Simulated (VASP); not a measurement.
# PbF2 (Aea2) in VASP: further runs

Runs on PbF2. Level: PBEsol. Tasks: single point.

Everything below comes from runs of VASP 6.6.1. Logs are shortened: lines on timing, memory, paths and dates and some standing lists are left out, and cuts for length are marked.

### 1 The cell of the first run

It takes space group Aea2 (No. 41, orthorhombic). The conventional cell has a = 5.816 Å, b = 5.797 Å, c = 5.815 Å, α = 90.00°, β = 90.00°, γ = 90.00°. Within 3.2 Å of Pb (site symmetry 2) lie 8 F at 2.45 to 2.63 Å. Within 3.2 Å of F (site symmetry 1) lie 4 Pb at 2.45 to 2.63 Å and 6 F at 2.90 to 2.91 Å.

### 2 Single point, PBEsol

INCAR reads:

```
PREC = Accurate
ENCUT = 520
EDIFF = 1E-6
ISMEAR = 0
SIGMA = 0.01
LREAL = F
LASPH = T
NELM = 100
ALGO = Normal
ISIF = 2
LWAVE = F
LCHARG = F
GGA = PS
NBANDS = 37
```

KPOINTS reads:

```
regular mesh
0
Gamma
  4 6 6
```

POSCAR reads:

```
PbF2
1.0
    5.8161621203      0.0000000000      0.0000000000
    0.0000000000      2.8984474071      2.9073637015
    0.0000000000     -2.8984474071      2.9073637015
Pb F
2 4
Direct
    0.5000000000      0.9774790000      0.9774790000
    0.0000000000      0.4774790000      0.4774790000
    0.7647730000      0.9736080000      0.4586660000
    0.2352270000      0.4586660000      0.9736080000
    0.7352270000      0.4736080000      0.9586660000
    0.2647730000      0.9586660000      0.4736080000
```

Potentials or basis: VASP PAW PBE potentials, release 64 (Pb_d, F).

Started as:

```
> cat potpaw_PBE.64/Pb_d/POTCAR potpaw_PBE.64/F/POTCAR > POTCAR
> mpirun -np 1 vasp_std > vasp.out
```

OUTCAR:

```text
PREC = Accurate
   ENCUT = 520
   EDIFF = 1E-6
   ISMEAR = 0
   LREAL = F
   LASPH = T
   NELM = 100
   ISIF = 2
   GGA = PS

 ion  position               nearest neighbor table
   1  0.500  0.977  0.977-   5 2.45   6 2.45   6 2.48   5 2.48   3 2.50   4 2.50   4 2.63   3 2.63
                             2 4.11   2 4.11   2 4.11   2 4.11   2 4.11   2 4.11   2 4.11   2 4.11
   2  0.000  0.477  0.477-   3 2.45   4 2.45   4 2.48   3 2.48   5 2.50   6 2.50   5 2.63   6 2.63
                             1 4.11   1 4.11   1 4.11   1 4.11   1 4.11   1 4.11   1 4.11   1 4.11
   3  0.765  0.974  0.459-   2 2.45   2 2.48   1 2.50   1 2.63
   4  0.235  0.459  0.974-   2 2.45   2 2.48   1 2.50   1 2.63
   5  0.735  0.474  0.959-   1 2.45   1 2.48   2 2.50   2 2.63
   6  0.265  0.959  0.474-   1 2.45   1 2.48   2 2.50   2 2.63

  LATTYP: Found a base centered orthorhombic cell.
 ALAT       =     5.7968948142
 B/A-ratio  =     1.0030762312
 C/A-ratio  =     1.0033237288

  Lattice vectors:

 A1 = (   0.0000000000,   2.8984474071,  -2.9073637015)
 A2 = (   0.0000000000,   2.8984474071,   2.9073637015)
 A3 = (   5.8161621203,   0.0000000000,   0.0000000000)

Analysis of symmetry for initial positions (statically):
=====================================================================
 Subroutine PRICEL returns:
 Original cell was already a primitive cell.

 Routine SETGRP: Setting up the symmetry group for a
 base centered orthorhombic supercell.

 Subroutine GETGRP returns: Found  4 space group operations
 (whereof  2 operations were pure point group operations)
 out of a pool of  8 trial point group operations.

The static configuration has the point symmetry C_2 .
 The point group associated with its full space group is C_2v.

Analysis of symmetry for dynamics (positions and initial velocities):
=====================================================================
 Subroutine PRICEL returns:
 Original cell was already a primitive cell.

 Routine SETGRP: Setting up the symmetry group for a
 base centered orthorhombic supercell.

 Subroutine GETGRP returns: Found  4 space group operations
 (whereof  2 operations were pure point group operations)
 out of a pool of  8 trial point group operations.

The dynamic configuration has the point symmetry C_2 .
 The point group associated with its full space group is C_2v.

 Subroutine INISYM returns: Found  4 space group operations
 (whereof  2 operations are pure point group operations),
 and found     1 'primitive' translations

[... 107 lines left out ...]
   NFREE  =      0    steps in history (QN), initial steepest desc. (CG)
   ISIF   =      2    stress and relaxation
   ISYM   =      2    0-nonsym 1-usesym 2-fastsym
   POTIM  = 0.5000    time-step for ionic-motion
   TEBEG  =    0.0;   TEEND  =   0.0 temperature during run
   PSTRESS=    0.0 pullay stress
   NELECT =      56.0000    total number of electrons
   NUPDOWN=      -1.0000    fix difference up-down
   EMIN   =  10.00;   EMAX   =-10.00  energy-range for DOS
   EFERMI =   0.00;   METHOD = LEGACY
   ISMEAR =     0;   SIGMA  =   0.01  broadening in eV -4-tet -1-fermi 0-gaus
   EFERMI_NEDOS =   21; number of points for ismear=-14 and -15
   IALGO  =     38    algorithm
   IMIX   =      4    mixing-type and parameters
     AMIX     =   0.40;   BMIX     =  1.00
     AMIX_MAG =   1.60;   BMIX_MAG =  1.00
  volume/ion in A,a.u.               =      16.34       110.25
  Fermi-wavevector in a.u.,A,eV,Ry     =   1.358398  2.567000 25.106089  1.845245
  Thomas-Fermi vector in A             =   2.485235
   LORBIT       =      0    0 simple, 1 ext, 2 COOP (PROOUT), +10 PAW based schemes
   GGA     = PS    functional components
   LHFCALC =     F    Hartree Fock is set to
   AEXX    =    0.0000 exact exchange contribution
   IVDW    =     0    specifies the selected vdW correction
   LEPSILON=     F    determine dielectric tensor
   LRPA    =     F    only Hartree local field effects (RPA)
 non-spin polarized calculation
 Gauss-broadening in eV      SIGMA  =   0.01
  energy-cutoff  :      520.00
  volume of cell :       98.02
 maximum number of plane-waves:      2662
 NGX is ok and might be reduce to    48
   NGX = 21   NGY = 15   NGZ = 15

 number of electron      55.9999997 magnetization

 Free energy of the ion-electron system (eV)
  ---------------------------------------------------
  ext. energy  EPLUGINS =         0.00000000
  ---------------------------------------------------
  free energy    TOTEN  =       -29.78134716 eV

  energy without entropy =      -29.78134716  energy(sigma->0) =      -29.78134716

 E-fermi :   2.6205     XC(G=0):  -9.9743

 val. band max:        2.5540029448   @ k =   0.5000   0.5000   0.5000
 cond. band min:       6.8050308016   @ k =   0.0000   0.0000   0.0000
 fundamental gap:      4.2510278567
 Fermi energy:         2.6205118081

 k-point     1 :       0.0000    0.0000    0.0000
  band No.  band energies     occupation
      1     -19.0070      2.00000
      2     -18.6638      2.00000
      3     -18.5396      2.00000
      4     -18.2593      2.00000
      5     -11.9460      2.00000
      6     -11.9434      2.00000
[... 949 lines left out ...]
     36      14.2282      0.00000
     37      16.1825      0.00000

 [... further k-points ...]

------------------------ aborting loop because EDIFF is reached ----------------------------------------

  FORCE on cell =-STRESS in cart. coord.  units (eV):
  Direction    XX          YY          ZZ          XY          YZ          ZX
  --------------------------------------------------------------------------------------
  -------------------------------------------------------------------------------------
  Total        2.4456153      2.5528371      2.4916884      0.0000000      0.0000000      0.0000000
  in kB       39.9730631     41.7255807     40.7261195      0.0000000      0.0000000      0.0000000
  external PRESSURE =      40.8082544 kB  Pullay stress =       0.0000000 kB

 VOLUME and BASIS-vectors are now :
 -----------------------------------------------------------------------------
  energy-cutoff  :      520.00
  volume of cell :       98.02
      direct lattice vectors                 reciprocal lattice vectors
     5.816162120  0.000000000  0.000000000     0.171934685  0.000000000  0.000000000
     0.000000000  2.898447407  2.907363702     0.000000000  0.172506149  0.171977108
     0.000000000 -2.898447407  2.907363702     0.000000000 -0.172506149  0.171977108

 POSITION                                       TOTAL-FORCE (eV/Angst)
 -----------------------------------------------------------------------------------
      2.90808      0.00000      5.68377         0.000000      0.000000     -0.112147
      0.00000      0.00000      2.77641         0.000000      0.000000     -0.112147
      4.44804      1.49253      4.16414        -0.111233     -0.066972      0.056073
      1.36812     -1.49253      4.16414         0.111233      0.066972      0.056073
      4.27620     -1.40592      4.16414         0.111233     -0.066972      0.056073
      1.53996      1.40592      4.16414        -0.111233      0.066972      0.056073
 -----------------------------------------------------------------------------------
    total drift:                                0.000000      0.000000     -0.001391

  FREE ENERGIE OF THE ION-ELECTRON SYSTEM (eV)
  ---------------------------------------------------
  free  energy   TOTEN  =       -29.7813471639 eV

  energy  without entropy=      -29.7813471639  energy(sigma->0) =      -29.78134716
```

OSZICAR:

```text
N       E                     dE             d eps       ncg     rms          rms(c)
DAV:   1     0.764589260470E+03    0.76459E+03   -0.28575E+04  2886   0.182E+03
DAV:   2     0.775807342744E+02   -0.68701E+03   -0.65336E+03  3079   0.511E+02
DAV:   3    -0.278266800504E+02   -0.10541E+03   -0.10268E+03  3456   0.217E+02
DAV:   4    -0.326756443279E+02   -0.48490E+01   -0.48330E+01  3341   0.502E+01
DAV:   5    -0.328292165454E+02   -0.15357E+00   -0.15356E+00  3609   0.905E+00    0.993E+00
DAV:   6    -0.298007395171E+02    0.30285E+01   -0.10170E+01  4248   0.245E+01    0.344E+00
DAV:   7    -0.297954611149E+02    0.52784E-02   -0.78332E-01  3038   0.450E+00    0.211E+00
DAV:   8    -0.297851565603E+02    0.10305E-01   -0.18672E-01  3046   0.386E+00    0.713E-01
DAV:   9    -0.297787147914E+02    0.64418E-02   -0.28351E-02  4349   0.126E+00    0.128E-01
DAV:  10    -0.297811638949E+02   -0.24491E-02   -0.31543E-03  3130   0.325E-01    0.315E-02
DAV:  11    -0.297813121073E+02   -0.14821E-03   -0.17212E-04  3227   0.834E-02    0.147E-02
DAV:  12    -0.297813468945E+02   -0.34787E-04   -0.57512E-05  3037   0.478E-02    0.410E-03
DAV:  13    -0.297813471639E+02   -0.26937E-06   -0.36015E-06  3108   0.144E-02
   1 F= -.29781347E+02 E0= -.29781347E+02  d E =-.482375E-23
```

Wall time 40 s (1 thread of Intel Xeon 6975P-C (Granite Rapids), shared host); peak memory 0.27 GiB.

Results:

- Free energy: -29.7813 eV
- Pressure: 4.1 GPa
- Largest force: 0.141 eV/Å
- Band gap on the k mesh: 4.25 eV

Forces in eV/Å, atoms in the order of the input:
```
Pb   0.000  0.000 -0.112
Pb   0.000  0.000 -0.112
F   -0.111 -0.067  0.056
F    0.111  0.067  0.056
F    0.111 -0.067  0.056
F   -0.111  0.067  0.056
```

Caveat: the PAW data sets were made with another functional, which shifts forces and pressure a little; spin-orbit coupling is left out, which moves the levels of the heavy elements. A k mesh can miss the band edges.

[end of part 1 of 2]
